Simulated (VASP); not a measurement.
## KF: single point with PBE

Crystal: KF.

```
K F
1.0
     0.00000    2.67350    2.67350
     2.67350    0.00000    2.67350
     2.67350    2.67350    0.00000
K F
1 1
Direct
  0.99532 0.00468 0.00468
  0.50000 0.50000 0.50000
```

This cell differs from its parent crystal: all K atoms moved +0.025 Å, as atom 1 along Cartesian [1 0 0].

```json
{"Program": "VASP 6.6.1", "Task": "single point", "Functional": "PBE", "Potentials or basis": "VASP PAW PBE potentials, release 64 (K_sv, F)", "Cutoff": "520 eV", "k mesh": "8 × 8 × 8", "Occupations": "gaussian, width 0.05 eV", "Spin": "no spin polarisation"}
```

- Pressure: 1.4 GPa
- Largest force: 0.041 eV/Å
- Band gap on the k mesh: 6.16 eV, direct

Forces in eV/Å, atoms in the order of the input:
```
K   -0.041  0.000  0.000
F    0.041  0.000  0.000
```

Levels at points of the mesh, in eV from the valence-band top:
| k point | band 5 | band 6 | band 7 | band 8 | band 9 | band 10 | band 11 | band 12 |
| --- | --- | --- | --- | --- | --- | --- | --- | --- |
| (0.00, 0.00, 0.00) | -9.39 | 0.00 | 0.00 | 0.00 | 6.16 | 10.67 | 10.68 | 10.68 |
| (0.50, 0.00, 0.00) | -9.43 | -0.79 | -0.34 | -0.34 | 9.06 | 10.59 | 12.06 | 12.06 |
| (0.50, 0.50, 0.00) | -9.60 | -0.21 | -0.06 | -0.06 | 8.20 | 10.29 | 11.80 | 13.60 |
| (0.00, 0.50, 0.50) | -9.60 | -0.21 | -0.06 | -0.06 | 8.20 | 10.29 | 11.80 | 13.60 |

It took 14 s on 1 thread of Intel(R) Xeon(R) 6975P-C (Granite Rapids) (shared host), peak memory 0.17 GiB.

Caveat: the cell differs from its parent crystal (all K atoms moved +0.025 Å, as atom 1 along Cartesian [1 0 0]). A k mesh can miss the band edges.
